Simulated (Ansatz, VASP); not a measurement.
**Ca in VASP and in Ansatz**

```
Ca
1.0
     3.90434    0.00000    0.00000
    -1.95217    3.38126    0.00000
     0.00000    0.00000    6.42392
Ca
2
Cartesian
  0.0000 2.2542 1.6060
  1.9522 1.1271 4.8179
```

Alike in both runs: functional PBE; k mesh 15 × 15 × 8; occupations gaussian, width 0.1 eV; no spin polarisation.

Ansatz relaxed the structure, and its values are those at the end. VASP's run is a single point on that final structure, the one shown.

|  | VASP | Ansatz |
| --- | --- | --- |
| version | VASP 6.6.1 | Ansatz 0.2.0 |
| potentials or method | VASP PAW PBE potentials, release 64 (Ca_sv), cutoff 520 eV | scalar-relativistic, plane waves, PAW |
| valence electrons in the cell | 20 | 20 |

```tsv
	VASP	Ansatz	Ansatz less VASP
gap on the k mesh at the Fermi level (eV)	none	none	-
pressure (GPa)	0.0	0.0	-0.01
```

A gap of «none» marks a metal or a gap that the smearing closes.
